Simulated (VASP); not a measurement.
# Nb2SiO2 in VASP: notebook

Nb2SiO2 is run at these levels: PBE; tasks: single point.

Program: VASP 6.6.1. These are calculated values, not measurements. Logs are shortened: lines on timing, memory, paths and dates and some standing lists are left out, and cuts for length are marked.

### 1 The cell of the first run

It takes space group I4/mmm (No. 139, tetragonal). The conventional cell has a = 3.442 Å, b = 3.442 Å, c = 10.801 Å, α = 90.00°, β = 90.00°, γ = 90.00°. Nb (site symmetry 4mm) has 4 O at 2.13 Å and 4 Si at 2.83 Å and 1 Nb at 2.88 Å within 2.9 Å. Within 3.7 Å of Si (site symmetry 4/mmm) lie 8 Nb at 2.83 Å and 8 O at 3.20 Å and 4 Si at 3.44 Å. O (site symmetry -4m2) has 4 Nb at 2.13 Å and 4 O at 2.43 Å within 2.8 Å.

The cell was built from a structure type or drawn by symmetry, and may not be a known phase.

### 2 Single point, PBE

File INCAR:

```
SYSTEM = Nb2SiO2
  ALGO = Normal
  EDIFF = 1E-6
  ENCUT = 600
  GGA = PE
  GGA_COMPAT = .FALSE.
  ISIF = 2
  ISMEAR = 0
  LASPH = .TRUE.
  LCHARG = .FALSE.
  LREAL = .FALSE.
  LWAVE = .FALSE.
  NBANDS = 29
  NELM = 120
  PREC = Accurate
  SIGMA = 0.15
```

File KPOINTS:

```
k-points
0
G
  4 4 4
  0 0 0
```

File POSCAR:

```
Nb2SiO2
1.0
   -1.7211080847      1.7211080847      5.4005214437
    1.7211080847     -1.7211080847      5.4005214437
    1.7211080847      1.7211080847     -5.4005214437
Nb Si O
2 1 2
Direct
    0.3665195710      0.3665195710      0.0000000000
    0.6334804290      0.6334804290      0.0000000000
    0.0000000000      0.0000000000      0.0000000000
    0.7500000000      0.2500000000      0.5000000000
    0.2500000000      0.7500000000      0.5000000000
```

Potentials or basis: VASP PAW PBE potentials, release 64 (Nb_sv, Si, O).

Command:

```
$ cat potpaw_PBE.64/Nb_sv/POTCAR potpaw_PBE.64/Si/POTCAR potpaw_PBE.64/O/POTCAR > POTCAR
$ mpirun -np 1 vasp_std > vasp.out
```

OUTCAR:

```text
SYSTEM = Nb2SiO2
   EDIFF = 1E-6
   ENCUT = 600
   GGA = PE
   ISIF = 2
   ISMEAR = 0
   LASPH = .TRUE.
   LREAL = .FALSE.
   NELM = 120
   PREC = Accurate

 ion  position               nearest neighbor table
   1  0.367  0.367  0.000-   4 2.13   5 2.13   5 2.13   4 2.13   3 2.83   3 2.83   3 2.83   3 2.83
                             2 2.88
   2  0.633  0.633  0.000-   5 2.13   4 2.13   4 2.13   5 2.13   3 2.83   3 2.83   3 2.83   3 2.83
                             1 2.88
   3  0.000  0.000  0.000-   2 2.83   2 2.83   2 2.83   1 2.83   2 2.83   1 2.83   1 2.83   1 2.83

   4  0.750  0.250  0.500-   1 2.13   2 2.13   1 2.13   2 2.13
   5  0.250  0.750  0.500-   1 2.13   2 2.13   1 2.13   2 2.13

  LATTYP: Found a body centered tetragonal cell.
 ALAT       =     3.4422161694
 C/A-ratio  =     3.1378165565

  Lattice vectors:

 A1 = (  -1.7211080847,   1.7211080847,   5.4005214437)
 A2 = (   1.7211080847,  -1.7211080847,   5.4005214437)
 A3 = (   1.7211080847,   1.7211080847,  -5.4005214437)

Analysis of symmetry for initial positions (statically):
=====================================================================
 Subroutine PRICEL returns:
 Original cell was already a primitive cell.

 Routine SETGRP: Setting up the symmetry group for a
 body centered tetragonal supercell.

 Subroutine GETGRP returns: Found 16 space group operations
 (whereof 16 operations were pure point group operations)
 out of a pool of 16 trial point group operations.

The static configuration has the point symmetry D_4h.

Analysis of symmetry for dynamics (positions and initial velocities):
=====================================================================
 Subroutine PRICEL returns:
 Original cell was already a primitive cell.

 Routine SETGRP: Setting up the symmetry group for a
 body centered tetragonal supercell.

 Subroutine GETGRP returns: Found 16 space group operations
 (whereof 16 operations were pure point group operations)
 out of a pool of 16 trial point group operations.

The dynamic configuration has the point symmetry D_4h.

 Subroutine INISYM returns: Found 16 space group operations
 (whereof 16 operations are pure point group operations),
 and found     1 'primitive' translations

----------------------------------------------------------------------------------------

                                     Primitive cell

  volume of cell :      63.9900

  direct lattice vectors                    reciprocal lattice vectors
[... 83 lines left out ...]
   EDIFFG = 0.1E-04   stopping-criterion for IOM
   NSW    =      0    number of steps for IOM
   IBRION =     -1    ionic relax: 0-MD 1-quasi-New 2-CG
   NFREE  =      0    steps in history (QN), initial steepest desc. (CG)
   ISIF   =      2    stress and relaxation
   ISYM   =      2    0-nonsym 1-usesym 2-fastsym
   POTIM  = 0.5000    time-step for ionic-motion
   TEBEG  =    0.0;   TEEND  =   0.0 temperature during run
   PSTRESS=    0.0 pullay stress
   NELECT =      42.0000    total number of electrons
   NUPDOWN=      -1.0000    fix difference up-down
   EMIN   =  10.00;   EMAX   =-10.00  energy-range for DOS
   EFERMI =   0.00;   METHOD = LEGACY
   ISMEAR =     0;   SIGMA  =   0.15  broadening in eV -4-tet -1-fermi 0-gaus
   EFERMI_NEDOS =   21; number of points for ismear=-14 and -15
   IALGO  =     38    algorithm
   IMIX   =      4    mixing-type and parameters
     AMIX     =   0.40;   BMIX     =  1.00
     AMIX_MAG =   1.60;   BMIX_MAG =  1.00
  volume/ion in A,a.u.               =      12.80        86.37
  Fermi-wavevector in a.u.,A,eV,Ry     =   1.422724  2.688558 27.540138  2.024143
  Thomas-Fermi vector in A             =   2.543397
   LORBIT       =      0    0 simple, 1 ext, 2 COOP (PROOUT), +10 PAW based schemes
   GGA     = PE    functional components
   LHFCALC =     F    Hartree Fock is set to
   AEXX    =    0.0000 exact exchange contribution
   IVDW    =     0    specifies the selected vdW correction
   LEPSILON=     F    determine dielectric tensor
   LRPA    =     F    only Hartree local field effects (RPA)
 non-spin polarized calculation
 Gauss-broadening in eV      SIGMA  =   0.15
  energy-cutoff  :      600.00
  volume of cell :       63.99
 maximum number of plane-waves:      2152
   NGX = 23   NGY = 23   NGZ = 23

 number of electron      41.9999998 magnetization

 Free energy of the ion-electron system (eV)
  ---------------------------------------------------
  ext. energy  EPLUGINS =         0.00000000
  ---------------------------------------------------
  free energy    TOTEN  =       -43.05426850 eV

  energy without entropy =      -43.02609992  energy(sigma->0) =      -43.04018421

 E-fermi :  10.3208     XC(G=0): -12.1059

 val. band max:       10.3062114534   @ k =   0.5000   0.0000   0.0000
 cond. band min:      10.4119977191   @ k =   0.0000   0.0000   0.0000
 fundamental gap:      0.1057862658
 Fermi energy:        10.3208287724

 k-point     1 :       0.0000    0.0000    0.0000
  band No.  band energies     occupation
      1     -45.5713      2.00000
      2     -45.5007      2.00000
      3     -21.8546      2.00000
      4     -21.6193      2.00000
      5     -21.6193      2.00000
      6     -21.5942      2.00000
[... 405 lines left out ...]
     28      13.9155      0.00000
     29      16.7581      0.00000

------------------------ aborting loop because EDIFF is reached ----------------------------------------

  FORCE on cell =-STRESS in cart. coord.  units (eV):
  Direction    XX          YY          ZZ          XY          YZ          ZX
  --------------------------------------------------------------------------------------
  -------------------------------------------------------------------------------------
  Total       -0.1221582     -0.1221582     -0.1489984      0.0000000      0.0000000      0.0000000
  in kB       -3.0585885     -3.0585885     -3.7306137      0.0000000      0.0000000      0.0000000
  external PRESSURE =      -3.2825969 kB  Pullay stress =       0.0000000 kB

 VOLUME and BASIS-vectors are now :
 -----------------------------------------------------------------------------
  energy-cutoff  :      600.00
  volume of cell :       63.99
      direct lattice vectors                 reciprocal lattice vectors
    -1.721108085  1.721108085  5.400521444     0.000000000  0.290510517  0.092583652
     1.721108085 -1.721108085  5.400521444     0.290510517  0.000000000  0.092583652
     1.721108085  1.721108085 -5.400521444     0.290510517  0.290510517  0.000000000

 POSITION                                       TOTAL-FORCE (eV/Angst)
 -----------------------------------------------------------------------------------
      0.00000      0.00000      3.95879        -0.000000     -0.000000      0.003701
      0.00000      0.00000      6.84225         0.000000      0.000000     -0.003701
      0.00000      0.00000      0.00000        -0.000000     -0.000000     -0.000000
      0.00000      1.72111      2.70026        -0.000000     -0.000000      0.000000
      1.72111      0.00000      2.70026        -0.000000     -0.000000     -0.000000
 -----------------------------------------------------------------------------------
    total drift:                                0.000000     -0.000000      0.000000

  FREE ENERGIE OF THE ION-ELECTRON SYSTEM (eV)
  ---------------------------------------------------
  free  energy   TOTEN  =       -43.0542685002 eV

  energy  without entropy=      -43.0260999158  energy(sigma->0) =      -43.04018421
```

OSZICAR:

```text
N       E                     dE             d eps       ncg     rms          rms(c)
DAV:   1     0.487592210336E+03    0.48759E+03   -0.24841E+04   754   0.163E+03
DAV:   2    -0.355249391671E+01   -0.49114E+03   -0.47374E+03   875   0.580E+02
DAV:   3    -0.468787232052E+02   -0.43326E+02   -0.42281E+02  1228   0.141E+02
DAV:   4    -0.500640016018E+02   -0.31853E+01   -0.31681E+01  1236   0.318E+01
DAV:   5    -0.501492004057E+02   -0.85199E-01   -0.85142E-01  1207   0.507E+00    0.172E+01
DAV:   6    -0.432558971707E+02    0.68933E+01   -0.33470E+01  1066   0.405E+01    0.670E+00
DAV:   7    -0.430547924465E+02    0.20110E+00   -0.37181E+00  1146   0.135E+01    0.313E+00
DAV:   8    -0.430483363676E+02    0.64561E-02   -0.29870E-01  1108   0.400E+00    0.147E+00
DAV:   9    -0.430531622756E+02   -0.48259E-02   -0.48991E-02  1040   0.158E+00    0.358E-01
DAV:  10    -0.430541933385E+02   -0.10311E-02   -0.45140E-03  1167   0.533E-01    0.152E-01
DAV:  11    -0.430542569029E+02   -0.63564E-04   -0.46466E-04  1016   0.159E-01    0.427E-02
DAV:  12    -0.430542719611E+02   -0.15058E-04   -0.94032E-05  1186   0.884E-02    0.164E-02
DAV:  13    -0.430542688088E+02    0.31523E-05   -0.12761E-05   982   0.266E-02    0.285E-03
DAV:  14    -0.430542685002E+02    0.30862E-06   -0.10309E-06   575   0.116E-02
   1 F= -.43054269E+02 E0= -.43040184E+02  d E =-.281686E-01
```

stdout:

```text
POSCAR found type information on POSCAR NbSiO
 POSCAR found :  3 types and       5 ions
 scaLAPACK will be used
 LDA part: xc-table for (Slater+PW92), standard interpolation
 POSCAR, INCAR and KPOINTS ok, starting setup
 FFT: planning ... GRIDC
 FFT: planning ... GRID_SOFT
 FFT: planning ... GRID
 WAVECAR not read
 entering main loop
```

Run time: 39 s. Hardware: 1 thread of Intel Xeon 6975P-C (Granite Rapids), shared host; peak memory 0.32 GiB.

Results:

| Quantity | Value |
| --- | --- |
| Free energy | -43.0543 eV |
| Pressure | -0.3 GPa |
| Largest force | 0.004 eV/Å |
| Band gap on the k mesh | zero (bands 21 and 22 overlap by 0.33 eV) |

Forces in eV/Å, atoms in the order of the input:
```
Nb   0.000  0.000  0.004
Nb   0.000  0.000 -0.004
Si   0.000  0.000  0.000
O    0.000  0.000  0.000
O    0.000  0.000  0.000
```

Levels at points of the mesh, in eV from the Fermi level:
```tsv
k point	band 19	band 20	band 21	band 22	band 23	band 24
(0.00, 0.00, 0.00)	-0.22	0.09	0.09	0.34	0.46	1.31
(0.50, 0.00, 0.00)	-1.32	-1.02	-0.06	-0.01	1.03	1.97
(0.50, 0.50, 0.00)	-3.25	-1.98	-0.54	1.29	1.36	2.61
(0.50, 0.50, 0.50)	-0.91	-0.59	-0.24	-0.24	0.71	0.87
```

Caveat: the k points lie up to 0.48 Å⁻¹ apart.

### 3 Single point, PBE

This run uses another cell than the first one, of 13.13 Å³/atom.

File INCAR:

```
SYSTEM = Nb2SiO2
  PREC = Accurate
  ENCUT = 600
  EDIFF = 1E-6
  ISMEAR = 0
  SIGMA = 0.15
  LREAL = .False.
  LASPH = .True.
  NELM = 120
  ALGO = Normal
  ISIF = 2
  LWAVE = .False.
  LCHARG = .False.
  GGA = PE
  NBANDS = 29
  GGA_COMPAT = .False.
```

File KPOINTS:

```
regular mesh
0
Gamma
  4 4 4
  0 0 0
```

File POSCAR:

```
Nb2SiO2
1.0
   -1.9598090610      1.9598090610      4.2730322836
    1.9598090610     -1.9598090610      4.2730322836
    1.9598090610      1.9598090610     -4.2730322836
Nb Si O
2 1 2
Direct
    0.5183700146      1.0183700146      0.5000000000
    1.0183700146      0.5183700146      0.5000000000
    0.7683579939      0.7683579939      0.0000000000
    0.2683701035      0.7683701035      0.5000000000
    0.7683701035      0.2683701035      0.5000000000
```

Potentials or basis: VASP PAW PBE potentials, release 64 (Nb_sv, Si, O).

Command:

```
$ cat potpaw_PBE.64/Nb_sv/POTCAR potpaw_PBE.64/Si/POTCAR potpaw_PBE.64/O/POTCAR > POTCAR
$ mpirun -np 1 vasp_std > vasp.out
```

OUTCAR:

```text
SYSTEM = Nb2SiO2
   PREC = Accurate
   ENCUT = 600
   EDIFF = 1E-6
   ISMEAR = 0
   LREAL = .False.
   LASPH = .True.
   NELM = 120
   ISIF = 2
   GGA = PE

 ion  position               nearest neighbor table
   1  0.518  0.018  0.500-   4 2.14   5 2.14   2 2.77   2 2.77   2 2.77   2 2.77   3 2.90   3 2.90
                             3 2.90   3 2.90
   2  0.018  0.518  0.500-   5 2.14   4 2.14   1 2.77   1 2.77   1 2.77   1 2.77   3 2.90   3 2.90
                             3 2.90   3 2.90
   3  0.768  0.768  0.000-   4 1.96   5 1.96   4 1.96   5 1.96   1 2.90   2 2.90   1 2.90   2 2.90
                             2 2.90   1 2.90   1 2.90   2 2.90
   4  0.268  0.768  0.500-   3 1.96   3 1.96   1 2.14   2 2.14
   5  0.768  0.268  0.500-   3 1.96   3 1.96   2 2.14   1 2.14

  LATTYP: Found a body centered tetragonal cell.
 ALAT       =     3.9196181220
 C/A-ratio  =     2.1803309152

  Lattice vectors:

 A1 = (  -1.9598090610,   1.9598090610,   4.2730322836)
 A2 = (   1.9598090610,  -1.9598090610,   4.2730322836)
 A3 = (   1.9598090610,   1.9598090610,  -4.2730322836)

Analysis of symmetry for initial positions (statically):
[... 171 lines left out ...]
 cond. band min:      10.0543032109   @ k =   0.5000   0.0000  -0.0000
 fundamental gap:      0.0524237446
 Fermi energy:        10.0319695188

 k-point     1 :       0.0000    0.0000    0.0000
  band No.  band energies     occupation
      1     -45.3182      2.00000
      2     -45.0250      2.00000
      3     -21.7042      2.00000
      4     -21.7042      2.00000
      5     -21.6577      2.00000
      6     -21.4605      2.00000
[... 405 lines left out ...]
     28      16.0427      0.00000
     29      16.2249      0.00000

------------------------ aborting loop because EDIFF is reached ----------------------------------------

  FORCE on cell =-STRESS in cart. coord.  units (eV):
  Direction    XX          YY          ZZ          XY          YZ          ZX
  --------------------------------------------------------------------------------------
  -------------------------------------------------------------------------------------
  Total       -0.0752666     -0.0752666     -0.1970596      0.0000000     -0.0000000      0.0000000
  in kB       -1.8369144     -1.8369144     -4.8093299      0.0000000     -0.0000000      0.0000000
  external PRESSURE =      -2.8277195 kB  Pullay stress =       0.0000000 kB

 VOLUME and BASIS-vectors are now :
 -----------------------------------------------------------------------------
  energy-cutoff  :      600.00
  volume of cell :       65.65
      direct lattice vectors                 reciprocal lattice vectors
    -1.959809061  1.959809061  4.273032284     0.000000000  0.255126895  0.117012924
     1.959809061 -1.959809061  4.273032284     0.255126895  0.000000000  0.117012924
     1.959809061  1.959809061 -4.273032284     0.255126895  0.255126895  0.000000000

 POSITION                                       TOTAL-FORCE (eV/Angst)
 -----------------------------------------------------------------------------------
      0.00000      1.95981      0.15699        -0.000000      0.000000     -0.000386
      1.95981      0.00000      0.15699         0.000000     -0.000000     -0.000386
      0.00000      0.00000      6.56644        -0.000000     -0.000000      0.000854
      1.95981      0.00000      2.29351         0.000000      0.000000     -0.000041
      0.00000      1.95981      2.29351         0.000000      0.000000     -0.000041
 -----------------------------------------------------------------------------------
    total drift:                                0.000000      0.000000     -0.000077

  FREE ENERGIE OF THE ION-ELECTRON SYSTEM (eV)
  ---------------------------------------------------
  free  energy   TOTEN  =       -40.1883750836 eV

  energy  without entropy=      -40.1358612260  energy(sigma->0) =      -40.16211815
```

It took 31 s on 1 thread of Intel Xeon 6975P-C (Granite Rapids), shared host; peak memory 0.26 GiB.

What came out:

- Free energy: -40.1884 eV
- Pressure: -0.3 GPa
- Band gap on the k mesh: zero (bands 21 and 22 overlap by 2.29 eV)

Stress tensor (GPa, compression positive):
```
-0.18  0.00  0.00
 0.00 -0.18  0.00
 0.00  0.00 -0.48
```

Levels at points of the mesh, in eV from the Fermi level:
```
           k point  band 19  band 20  band 21  band 22  band 23  band 24
(0.00, 0.00, 0.00)    -2.98    -1.50     0.61     0.61     1.91     1.91
(0.50, 0.00, 0.00)    -0.33    -0.32    -0.06     0.02     0.80     0.90
(0.50, 0.50, 0.00)    -2.42    -0.74     0.15     1.02     1.25     1.36
(0.50, 0.50, 0.50)    -2.89    -1.94    -1.68    -1.68     3.11     3.11
```

Caveat: the k points lie up to 0.44 Å⁻¹ apart, too coarse for converged energies and pressures of a metal.

(Part 1 of 2 ends here.)
